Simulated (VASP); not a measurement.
# BaTiO3 (P4mm) in VASP: further runs

The runs below take BaTiO3 through single point, relaxation of cell and atoms, with PBE.

All numbers are computed with VASP 6.6.1; they aren't measurements. Logs are shortened: lines on timing, memory, paths and dates and some standing lists are left out, and cuts for length are marked.

## (1) The cell of the first run

It takes space group P4mm (No. 99, tetragonal). The conventional cell has a = 3.984 Å, b = 3.984 Å, c = 4.208 Å, α = 90.00°, β = 90.00°, γ = 90.00°. Ba (site symmetry 4mm) has 12 O at 2.80 to 3.00 Å and 8 Ti at 3.47 to 3.56 Å within 3.7 Å. Within 2.4 Å of Ti (site symmetry 4mm) lie 6 O at 1.81 to 2.40 Å. Within 2.4 Å of O (site symmetry 4mm) lie 2 Ti at 1.81 to 2.40 Å. Within 2.7 Å of O (site symmetry 2mm) lie 2 Ti at 2.00 Å.

## (2) Single point, PBE

Contents of INCAR:

```
  ALGO = Normal
  EDIFF = 1E-6
  ENCUT = 520
  GGA = PE
  ISIF = 2
  ISMEAR = 0
  LASPH = True
  LCHARG = False
  LREAL = False
  LWAVE = False
  NBANDS = 28
  NELM = 80
  PREC = Accurate
  SIGMA = 0.02
```

Contents of KPOINTS:

```
k-points
0
Gamma
  8 8 6
```

Contents of POSCAR:

```
BaTiO3
1.0
    3.9840634530      0.0000000000      0.0000000000
    0.0000000000      3.9840634530      0.0000000000
    0.0000000000      0.0000000000      4.2080721300
Ba Ti O
1 1 3
Direct
    0.0000000000      0.0000000000     -0.0141317666
    0.5000000000      0.5000000000      0.4686068888
    0.5000000000      0.5000000000      0.0384482129
    0.5000000000      0.0000000000      0.5175383325
    0.0000000000      0.5000000000      0.5175383325
```

Potentials or basis: VASP PAW PBE potentials, release 64 (Ba_sv, Ti_sv, O).

Run with:

```sh
$ cat potpaw_PBE.64/Ba_sv/POTCAR potpaw_PBE.64/Ti_sv/POTCAR potpaw_PBE.64/O/POTCAR > POTCAR
$ mpirun -np 1 vasp_std > vasp.out
```

OUTCAR:

```text
EDIFF = 1E-6
   ENCUT = 520
   GGA = PE
   ISIF = 2
   ISMEAR = 0
   LASPH = True
   LREAL = False
   NELM = 80
   PREC = Accurate

 ion  position               nearest neighbor table
   1  0.000  0.000  0.986-   4 2.80   5 2.80   5 2.80   4 2.80   3 2.83   3 2.83   3 2.83   3 2.83
                             4 3.00   5 3.00   5 3.00   4 3.00   2 3.47   2 3.47   2 3.47   2 3.47
   2  0.500  0.500  0.469-   3 1.81   4 2.00   5 2.00   4 2.00   5 2.00   3 2.40   1 3.47   1 3.47
                             1 3.47   1 3.47   1 3.56   1 3.56   1 3.56   1 3.56
   3  0.500  0.500  0.038-   2 1.81   2 2.40   1 2.83   1 2.83   1 2.83   1 2.83
   4  0.500  0.000  0.518-   2 2.00   2 2.00   1 2.80   1 2.80   1 3.00   1 3.00
   5  0.000  0.500  0.518-   2 2.00   2 2.00   1 2.80   1 2.80   1 3.00   1 3.00

  LATTYP: Found a simple tetragonal cell.
 ALAT       =     3.9840634530
 C/A-ratio  =     1.0562261820

  Lattice vectors:

 A1 = (   3.9840634530,   0.0000000000,   0.0000000000)
 A2 = (   0.0000000000,   3.9840634530,   0.0000000000)
 A3 = (   0.0000000000,   0.0000000000,   4.2080721300)

Analysis of symmetry for initial positions (statically):
=====================================================================
 Subroutine PRICEL returns:
 Original cell was already a primitive cell.

 Routine SETGRP: Setting up the symmetry group for a
 simple tetragonal supercell.

 Subroutine GETGRP returns: Found  8 space group operations
 (whereof  8 operations were pure point group operations)
 out of a pool of 16 trial point group operations.

The static configuration has the point symmetry C_4v.

Analysis of symmetry for dynamics (positions and initial velocities):
=====================================================================
 Subroutine PRICEL returns:
 Original cell was already a primitive cell.

 Routine SETGRP: Setting up the symmetry group for a
 simple tetragonal supercell.

 Subroutine GETGRP returns: Found  8 space group operations
 (whereof  8 operations were pure point group operations)
 out of a pool of 16 trial point group operations.

The dynamic configuration has the point symmetry C_4v.

 Subroutine INISYM returns: Found  8 space group operations
 (whereof  8 operations are pure point group operations),
 and found     1 'primitive' translations

----------------------------------------------------------------------------------------

                                     Primitive cell

[... 97 lines left out ...]
   LREAL  =      F    real-space projection
   EDIFFG = 0.1E-04   stopping-criterion for IOM
   NSW    =      0    number of steps for IOM
   IBRION =     -1    ionic relax: 0-MD 1-quasi-New 2-CG
   NFREE  =      0    steps in history (QN), initial steepest desc. (CG)
   ISIF   =      2    stress and relaxation
   ISYM   =      2    0-nonsym 1-usesym 2-fastsym
   POTIM  = 0.5000    time-step for ionic-motion
   TEBEG  =    0.0;   TEEND  =   0.0 temperature during run
   PSTRESS=    0.0 pullay stress
   NELECT =      40.0000    total number of electrons
   NUPDOWN=      -1.0000    fix difference up-down
   EMIN   =  10.00;   EMAX   =-10.00  energy-range for DOS
   EFERMI =   0.00;   METHOD = LEGACY
   ISMEAR =     0;   SIGMA  =   0.02  broadening in eV -4-tet -1-fermi 0-gaus
   EFERMI_NEDOS =   21; number of points for ismear=-14 and -15
   IALGO  =     38    algorithm
   IMIX   =      4    mixing-type and parameters
     AMIX     =   0.40;   BMIX     =  1.00
     AMIX_MAG =   1.60;   BMIX_MAG =  1.00
  volume/ion in A,a.u.               =      13.36        90.15
  Fermi-wavevector in a.u.,A,eV,Ry     =   1.379906  2.607645 25.907417  1.904141
  Thomas-Fermi vector in A             =   2.504833
   LORBIT       =      0    0 simple, 1 ext, 2 COOP (PROOUT), +10 PAW based schemes
   GGA     = PE    functional components
   LHFCALC =     F    Hartree Fock is set to
   AEXX    =    0.0000 exact exchange contribution
   IVDW    =     0    specifies the selected vdW correction
   LEPSILON=     F    determine dielectric tensor
   LRPA    =     F    only Hartree local field effects (RPA)
 non-spin polarized calculation
 Gauss-broadening in eV      SIGMA  =   0.02
  energy-cutoff  :      520.00
  volume of cell :       66.79
 maximum number of plane-waves:      1820
 NGX is ok and might be reduce to    30
   NGX = 15   NGY = 15   NGZ = 15

 number of electron      39.9999982 magnetization

 Free energy of the ion-electron system (eV)
  ---------------------------------------------------
  ext. energy  EPLUGINS =         0.00000000
  ---------------------------------------------------
  free energy    TOTEN  =       -40.04040384 eV

  energy without entropy =      -40.04040384  energy(sigma->0) =      -40.04040384

 E-fermi :   3.8247     XC(G=0): -11.0177

 val. band max:        3.7468177605   @ k =   0.5000   0.5000   0.5000
 cond. band min:       5.5358419235   @ k =   0.0000   0.0000   0.0000
 fundamental gap:      1.7890241630
 Fermi energy:         3.8247011760

 k-point     1 :       0.0000    0.0000    0.0000
  band No.  band energies     occupation
      1     -52.9061      2.00000
      2     -29.2457      2.00000
      3     -29.1030      2.00000
      4     -29.1030      2.00000
      5     -21.4555      2.00000
      6     -13.2746      2.00000
[... 733 lines left out ...]
     27      11.3926      0.00000
     28      12.0016      0.00000

 [... further k-points ...]

------------------------ aborting loop because EDIFF is reached ----------------------------------------

  FORCE on cell =-STRESS in cart. coord.  units (eV):
  Direction    XX          YY          ZZ          XY          YZ          ZX
  --------------------------------------------------------------------------------------
  -------------------------------------------------------------------------------------
  Total        0.6575472      0.6575472      0.6756130      0.0000000     -0.0000000      0.0000000
  in kB       15.7725487     15.7725487     16.2058898      0.0000000     -0.0000000      0.0000000
  external PRESSURE =      15.9169957 kB  Pullay stress =       0.0000000 kB

 VOLUME and BASIS-vectors are now :
 -----------------------------------------------------------------------------
  energy-cutoff  :      520.00
  volume of cell :       66.79
      direct lattice vectors                 reciprocal lattice vectors
     3.984063453  0.000000000  0.000000000     0.251000018  0.000000000  0.000000000
     0.000000000  3.984063453  0.000000000     0.000000000  0.251000018  0.000000000
     0.000000000  0.000000000  4.208072130     0.000000000  0.000000000  0.237638512

 POSITION                                       TOTAL-FORCE (eV/Angst)
 -----------------------------------------------------------------------------------
      0.00000      0.00000      4.14860         0.000000     -0.000000      0.048307
      1.99203      1.99203      1.97193         0.000000      0.000000      0.095549
      1.99203      1.99203      0.16179         0.000000      0.000000     -0.093453
      1.99203      0.00000      2.17784         0.000000     -0.000000     -0.025201
      0.00000      1.99203      2.17784        -0.000000     -0.000000     -0.025201
 -----------------------------------------------------------------------------------
    total drift:                                0.000000      0.000000      0.000045

  FREE ENERGIE OF THE ION-ELECTRON SYSTEM (eV)
  ---------------------------------------------------
  free  energy   TOTEN  =       -40.0404038371 eV

  energy  without entropy=      -40.0404038370  energy(sigma->0) =      -40.04040384
```

OSZICAR:

```text
N       E                     dE             d eps       ncg     rms          rms(c)
DAV:   1     0.437004405415E+03    0.43700E+03   -0.20776E+04  3360   0.154E+03
DAV:   2    -0.401589572879E+01   -0.44102E+03   -0.41933E+03  3940   0.426E+02
DAV:   3    -0.485109317673E+02   -0.44495E+02   -0.44112E+02  4660   0.134E+02
DAV:   4    -0.506414629196E+02   -0.21305E+01   -0.21256E+01  5132   0.251E+01
DAV:   5    -0.507063223886E+02   -0.64859E-01   -0.64850E-01  4620   0.330E+00    0.233E+01
DAV:   6    -0.403210522429E+02    0.10385E+02   -0.56816E+01  4956   0.674E+01    0.103E+01
DAV:   7    -0.402380864232E+02    0.82966E-01   -0.11752E+01  4556   0.255E+01    0.711E+00
DAV:   8    -0.400408084717E+02    0.19728E+00   -0.62205E-01  4136   0.721E+00    0.376E+00
DAV:   9    -0.400720558094E+02   -0.31247E-01   -0.42244E-01  4876   0.582E+00    0.171E+00
DAV:  10    -0.400444724814E+02    0.27583E-01   -0.14420E-01  4244   0.374E+00    0.577E-01
DAV:  11    -0.400412306098E+02    0.32419E-02   -0.14452E-02  4512   0.108E+00    0.272E-01
DAV:  12    -0.400403845972E+02    0.84601E-03   -0.42812E-03  4204   0.460E-01    0.406E-02
DAV:  13    -0.400404320266E+02   -0.47429E-04   -0.24660E-04  4040   0.123E-01    0.463E-02
DAV:  14    -0.400404015908E+02    0.30436E-04   -0.96326E-05  4144   0.102E-01    0.103E-02
DAV:  15    -0.400404036148E+02   -0.20240E-05   -0.14319E-05  4712   0.276E-02    0.381E-03
DAV:  16    -0.400404038371E+02   -0.22227E-06   -0.15985E-06  2804   0.116E-02
   1 F= -.40040404E+02 E0= -.40040404E+02  d E =-.764656E-11
```

stdout:

```text
POSCAR found type information on POSCAR BaTiO
 POSCAR found :  3 types and       5 ions
 scaLAPACK will be used
 LDA part: xc-table for (Slater+PW92), standard interpolation
 POSCAR, INCAR and KPOINTS ok, starting setup
 FFT: planning ... GRIDC
 FFT: planning ... GRID_SOFT
 FFT: planning ... GRID
 WAVECAR not read
 entering main loop
```

Wall time 56 s (1 thread of AMD EPYC 9R45 (Zen 5), shared host); peak memory 0.22 GiB.

Results:

```yaml
Free_energy: -40.0404 eV
Pressure: 1.6 GPa
Largest_force: 0.096 eV/Å
Band_gap_on_the_k_mesh: 1.79 eV, indirect (least direct gap 2.36 eV)
```

Forces on the atoms (eV/Å):
```
Ba   0.000  0.000  0.048
Ti   0.000  0.000  0.096
O    0.000  0.000 -0.093
O    0.000  0.000 -0.025
O    0.000  0.000 -0.025
```

Caveat: spin-orbit coupling is left out, which moves the levels of the heavy elements. A k mesh can miss the band edges.

## (3) Relaxation of cell and atoms, PBE

Contents of INCAR:

```
SYSTEM = BaTiO3
ALGO     = Normal         ! electronic algorithm
EDIFF    = 1E-6           ! SCF threshold, eV
EDIFFG   = -0.02          ! ionic threshold
ENCUT    = 600            ! plane-wave cutoff, eV
GGA      = PE             ! functional
IBRION   = 2              ! ionic algorithm
ISIF     = 3              ! what is computed and relaxed
ISMEAR   = 0              ! smearing method
LASPH    = .True.         ! aspherical terms in the spheres
LCHARG   = .False.        ! write CHGCAR
LREAL    = .False.        ! projectors in reciprocal space
LWAVE    = .False.        ! write WAVECAR
NELM     = 80             ! most SCF steps
NSW      = 70             ! ionic steps
PREC     = Accurate       ! precision mode
SIGMA    = 0.02           ! smearing width, eV
```

Contents of KPOINTS:

```
k-points
0
Gamma
  8 8 6
  0 0 0
```

Contents of POSCAR:

```
BaTiO3
1.0
    3.9844157486      0.0000000000      0.0000000000
    0.0000000000      3.9844157486      0.0000000000
    0.0000000000      0.0000000000      4.2090267000
Ba Ti O
1 1 3
Direct
    0.0000000000      0.0000000000     -0.0145532786
    0.5000000000      0.5000000000      0.4682514881
    0.5000000000      0.5000000000      0.0384421192
    0.5000000000      0.0000000000      0.5179298357
    0.0000000000      0.5000000000      0.5179298357
```

Potentials or basis: VASP PAW PBE potentials, release 64 (Ba_sv, Ti_sv, O).

Run with:

```sh
$ cat potpaw_PBE.64/Ba_sv/POTCAR potpaw_PBE.64/Ti_sv/POTCAR potpaw_PBE.64/O/POTCAR > POTCAR
$ mpirun -np 1 vasp_std > vasp.out
```

OUTCAR:

```text
SYSTEM = BaTiO3
   EDIFF = 1E-6
   EDIFFG = -0.02
   ENCUT = 600
   GGA = PE
   IBRION = 2
   ISIF = 3
   ISMEAR = 0
   LASPH = .True.
   LREAL = .False.
   NELM = 80
   NSW = 70
   PREC = Accurate

 ion  position               nearest neighbor table
   1  0.000  0.000  0.985-   4 2.80   5 2.80   5 2.80   4 2.80   3 2.83   3 2.83   3 2.83   3 2.83
                             4 3.00   5 3.00   5 3.00   4 3.00   2 3.47   2 3.47   2 3.47   2 3.47
   2  0.500  0.500  0.468-   3 1.81   4 2.00   5 2.00   4 2.00   5 2.00   3 2.40   1 3.47   1 3.47
                             1 3.47   1 3.47   1 3.56   1 3.56   1 3.56   1 3.56
   3  0.500  0.500  0.038-   2 1.81   2 2.40   1 2.83   1 2.83   1 2.83   1 2.83
   4  0.500  0.000  0.518-   2 2.00   2 2.00   1 2.80   1 2.80   1 3.00   1 3.00
   5  0.000  0.500  0.518-   2 2.00   2 2.00   1 2.80   1 2.80   1 3.00   1 3.00

  LATTYP: Found a simple tetragonal cell.
 ALAT       =     3.9844157486
[... 431 lines left out ...]

  energy without entropy =      -40.05030014  energy(sigma->0) =      -40.05030014

 E-fermi :   3.7653     XC(G=0): -10.9674

 val. band max:        3.6776662922   @ k =   0.5000   0.5000   0.5000
 cond. band min:       5.4483997707   @ k =   0.0000   0.0000   0.0000
 fundamental gap:      1.7707334785
 Fermi energy:         3.7653243831

 k-point     1 :       0.0000    0.0000    0.0000
  band No.  band energies     occupation
      1     -53.0103      2.00000
      2     -29.3447      2.00000
      3     -29.2033      2.00000
      4     -29.2033      2.00000
      5     -21.5543      2.00000
      6     -13.3242      2.00000
[... 637 lines left out ...]
     23       7.1860      0.00000
     24       8.3445      0.00000

 [... further k-points ...]

------------------------ aborting loop because EDIFF is reached ----------------------------------------

  FORCE on cell =-STRESS in cart. coord.  units (eV):
  Direction    XX          YY          ZZ          XY          YZ          ZX
  --------------------------------------------------------------------------------------
  -------------------------------------------------------------------------------------
  Total       -0.0288267     -0.0288267      0.0262994      0.0000000      0.0000000      0.0000000
  in kB       -0.6848858     -0.6848858      0.6248394      0.0000000      0.0000000      0.0000000
  external PRESSURE =      -0.2483107 kB  Pullay stress =       0.0000000 kB
[... 20 lines left out ...]
  FREE ENERGIE OF THE ION-ELECTRON SYSTEM (eV)
  ---------------------------------------------------
  free  energy   TOTEN  =       -40.0503001428 eV

  energy  without entropy=      -40.0503001428  energy(sigma->0) =      -40.05030014

 reached required accuracy - stopping structural energy minimisation
```

OSZICAR:

```text
N       E                     dE             d eps       ncg     rms          rms(c)
DAV:   1     0.489907908309E+03    0.48991E+03   -0.23125E+04  2880   0.200E+03
DAV:   2     0.445991106496E+01   -0.48545E+03   -0.47788E+03  3544   0.517E+02
DAV:   3    -0.482341180108E+02   -0.52694E+02   -0.52469E+02  4152   0.156E+02
DAV:   4    -0.506242799934E+02   -0.23902E+01   -0.23888E+01  4264   0.311E+01
[... 58 lines left out ...]
DAV:   1    -0.400502746188E+02   -0.88150E-04   -0.42963E-02  2880   0.180E+00    0.689E-02
DAV:   2    -0.400503364339E+02   -0.61815E-04   -0.14675E-03  3112   0.304E-01    0.399E-02
DAV:   3    -0.400503038524E+02    0.32581E-04   -0.11180E-04  3912   0.831E-02    0.159E-02
DAV:   4    -0.400503001540E+02    0.36984E-05   -0.23385E-05  4336   0.400E-02    0.766E-03
DAV:   5    -0.400503001428E+02    0.11174E-07   -0.36324E-06  3152   0.179E-02
   7 F= -.40050300E+02 E0= -.40050300E+02  d E =-.113628E-03
```

CONTCAR:

```text
BaTiO3
   1.00000000000000
     3.9964481528101570    0.0000000000000000    0.0000000000000000
     0.0000000000000000    3.9964481528101570   -0.0000000000000000
     0.0000000000000000    0.0000000000000000    4.2222017652140851
  Ba              Ti              O
     1     1     3
Direct
     0.0000000000000000    0.0000000000000000    0.9867853391496030
     0.5000000000000000    0.5000000000000000    0.4686706111016700
     0.5000000000000000    0.5000000000000000    0.0389656576027335
     0.5000000000000000    0.0000000000000000    0.5167891961230004
     1.0000000000000000    0.5000000000000000    0.5167891961230004

  0.00000000E+00  0.00000000E+00  0.00000000E+00
  0.00000000E+00  0.00000000E+00  0.00000000E+00
  0.00000000E+00  0.00000000E+00  0.00000000E+00
  0.00000000E+00  0.00000000E+00  0.00000000E+00
  0.00000000E+00  0.00000000E+00  0.00000000E+00
```

It took 4.2 min on 1 thread of AMD EPYC 9R45 (Zen 5), shared host; peak memory 0.26 GiB.

Results:

- Free energy: -40.0503 eV
- Relaxed volume: 13.49 Å³/atom
- Relaxed cell: a = 3.996 Å, b = 3.996 Å, c = 4.222 Å, α = 90.00°, β = 90.00°, γ = 90.00°
- Space group after relaxing (to 0.05 Å): P4mm (No. 99)
- Energy gained by relaxing: 0.6 meV/atom
- Ionic steps: 7
- Pressure after relaxing: 0.0 GPa
- Largest force after relaxing: 0.015 eV/Å
- Band gap on the k mesh: 1.77 eV, indirect (least direct gap 2.34 eV)

Forces in eV/Å, atoms in the order of the input:
```
Ba   0.000  0.000  0.015
Ti   0.000  0.000  0.006
O    0.000  0.000 -0.014
O    0.000  0.000 -0.004
O    0.000  0.000 -0.004
```

Stress tensor (GPa, compression positive):
```
-0.07  0.00  0.00
 0.00 -0.07  0.00
 0.00  0.00  0.06
```

Step by step:
```csv
step,energy change (eV),largest force (eV/Å),pressure (GPa),volume (Å³)
1,0.0000,0.1170,1.37,66.82
2,0.0006,0.2337,-1.40,67.93
3,-0.0026,0.0696,0.03,67.34
4,-0.0029,0.0280,0.00,67.42
5,-0.0029,0.0307,-0.04,67.46
6,-0.0029,0.0239,-0.06,67.45
7,-0.0030,0.0155,-0.02,67.44
```

Final structure:
```
Ba Ti O
1.0
     3.99645    0.00000    0.00000
     0.00000    3.99645    0.00000
     0.00000    0.00000    4.22220
Ba Ti O
1 1 3
Cartesian
  0.0000 0.0000 4.1664
  1.9982 1.9982 1.9788
  1.9982 1.9982 0.1645
  1.9982 0.0000 2.1820
  3.9964 1.9982 2.1820
```

Levels at points of the mesh, in eV from the valence-band top:
```
           k point  band 18  band 19  band 20  band 21  band 22  band 23
(0.00, 0.00, 0.00)    -0.96    -0.57    -0.57     1.77     2.42     2.42
(0.50, 0.00, 0.00)    -1.71    -1.60    -1.36     2.49     3.37     3.48
(0.50, 0.50, 0.00)    -1.18    -1.18    -0.06     3.52     3.52     3.85
(0.00, 0.00, 0.50)    -1.98    -0.74    -0.74     1.89     3.38     3.38
(0.50, 0.00, 0.50)    -1.19    -1.10    -0.54     3.40     3.42     3.65
(0.50, 0.50, 0.50)    -0.48    -0.48     0.00     3.89     3.89     4.00
```

Caveat: spin-orbit coupling is left out, which moves the levels of the heavy elements. A k mesh can miss the band edges.
